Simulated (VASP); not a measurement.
Input of a VASP 6.6.1 run:

INCAR

```
PREC = Accurate
ENCUT = 520
EDIFF = 1E-6
ISMEAR = 0
SIGMA = 0.01
LREAL = False
LASPH = True
NELM = 80
ALGO = Normal
ISIF = 2
LWAVE = False
LCHARG = False
GGA = PE
NBANDS = 26
```

File KPOINTS:

```
Automatic mesh
0
Gamma
  6 6 4
```

File POSCAR:

```
GaN
1.0
    3.1831494054      0.0000000000      0.0000000000
   -1.5915747027      2.7566882491      0.0000000000
    0.0000000000      0.0000000000      5.1836254809
Ga N
2 2
Direct
    0.3333333333      0.6666666667     -0.0008868069
    0.6666666667      0.3333333333      0.4991131931
    0.3333333333      0.6666666667      0.3758868069
    0.6666666667      0.3333333333      0.8758868069
```

Potentials or basis: VASP PAW PBE potentials, release 64 (Ga_d, N).

The run is started by

```console
$ cat potpaw_PBE.64/Ga_d/POTCAR potpaw_PBE.64/N/POTCAR > POTCAR
$ mpirun -np 1 vasp_std > vasp.out
```

Question: Estimate the band gap on the k mesh.

Answer: 1.94 eV, direct.

Question: Predict the pressure.

Answer: 6.3 GPa.

Forces in eV/Å, atoms in the order of the input:
```
Ga   0.000  0.000  0.004
Ga   0.000  0.000  0.004
N    0.000  0.000 -0.004
N    0.000  0.000 -0.004
```

As with any semilocal functional, this PBE gap is likely too small.
